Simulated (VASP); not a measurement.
AlN: single point with PBEsol

Crystal: AlN.

```
Al N
1.0
     0.00000    2.18866    2.18866
     2.18866    0.00000    2.18866
     2.18866    2.18866    0.00000
Al N
1 1
Cartesian
  0.0197 0.0000 0.0099
  3.2450 3.2830 3.2640
```

This cell differs from its parent crystal: atoms displaced along several vibrational modes.

```yaml
Program: VASP 6.6.1
Task: single point
Functional: PBEsol
Potentials_or_basis: VASP PAW PBE potentials, release 64 (Al, N)
Cutoff: 520 eV
k_mesh: 10 × 10 × 10
Occupations: gaussian, width 0.05 eV
Spin: no spin polarisation
Dipole_correction: no
Further_INCAR_settings: ALGO = Normal; EDIFF = 1e-06; NBANDS = 11
```

The pressure is 0.5 GPa and the largest force is 0.938 eV/Å. The band gap on the k mesh is 3.01 eV (least direct gap 3.90 eV).

Forces on the atoms (eV/Å):
```
Al  -0.832  0.101 -0.422
N    0.832 -0.101  0.422
```

Stress tensor (GPa, compression positive):
```
 0.16 -2.03  0.48
-2.03  0.80 -4.02
 0.48 -4.02  0.64
```

Levels at points of the mesh, in eV from the valence-band top:
| k point | band 1 | band 2 | band 3 | band 4 | band 5 | band 6 | band 7 | band 8 | band 9 |
| --- | --- | --- | --- | --- | --- | --- | --- | --- | --- |
| (0.00, 0.00, 0.00) | -15.09 | -0.34 | -0.17 | 0.00 | 3.90 | 12.22 | 12.24 | 12.26 | 17.34 |
| (0.50, 0.00, 0.00) | -13.03 | -6.03 | -0.79 | -0.55 | 7.06 | 9.56 | 10.74 | 10.91 | 17.54 |
| (0.00, 0.50, 0.00) | -13.01 | -6.12 | -0.65 | -0.50 | 7.00 | 9.49 | 10.81 | 10.93 | 17.55 |
| (0.00, 0.00, 0.50) | -13.02 | -6.07 | -0.74 | -0.51 | 7.03 | 9.53 | 10.75 | 10.94 | 17.54 |
| (0.50, 0.50, 0.50) | -13.04 | -5.98 | -0.80 | -0.64 | 7.10 | 9.59 | 10.74 | 10.86 | 17.54 |
| (0.50, 0.50, 0.00) | -12.38 | -5.09 | -2.00 | -1.89 | 3.02 | 8.26 | 13.59 | 15.38 | 15.41 |
| (0.00, 0.50, 0.50) | -12.38 | -5.09 | -2.06 | -1.84 | 3.02 | 8.28 | 13.59 | 15.35 | 15.41 |
| (0.50, 0.00, 0.50) | -12.38 | -5.10 | -1.95 | -1.94 | 3.01 | 8.25 | 13.59 | 15.39 | 15.40 |

Run time: 2.9 min on 1 thread of AMD EPYC 7R13, with other jobs on the host, peak memory 0.2 GiB.

Caveat: the cell differs from its parent crystal (atoms displaced along several vibrational modes); the PAW data sets were made with another functional, which shifts forces and pressure a little. A k mesh can miss the band edges.
